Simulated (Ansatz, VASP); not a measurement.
La: VASP beside Ansatz

```xyz
4
Lattice="3.5996 0.0000 0.0000 -1.7998 3.1174 0.0000 0.0000 0.0000 11.5524" Properties=species:S:1:pos:R:3 pbc="T T T"
La   -1.7998    3.1174    0.0000
La    1.7998    3.1174    5.7762
La    0.0000    2.0782    8.6643
La    1.7998    1.0391    2.8881
```

Alike in both runs: task single point; functional LDA; k mesh 3 × 3 × 1; occupations fermi-dirac, width 0.1 eV; no spin polarisation.

|  | VASP | Ansatz |
| --- | --- | --- |
| version | VASP 6.6.1 | Ansatz 0.2.0 |
| potentials or method | VASP PAW LDA potentials, release 64 (La), cutoff 520 eV | plane waves (420 eV) with PAW, scalar-relativistic |
| valence electrons in the cell | 44 | 44 |

|  | VASP | Ansatz | Ansatz less VASP |
| --- | --- | --- | --- |
| pressure (GPa) | -3.0 | -2.9 | +0.07 |
| traceless stress, the component that is largest in VASP (GPa) | 7.78 | 7.79 | +0.005 |

Ansatz warns that its potentials were made for another functional, while VASP's fit it. LDA's correlation is that of Perdew and Zunger in VASP and of Perdew and Wang (1992) in Ansatz.

The k mesh is coarse, so the values compare programs but aren't converged. Neither program's run includes spin-orbit coupling.
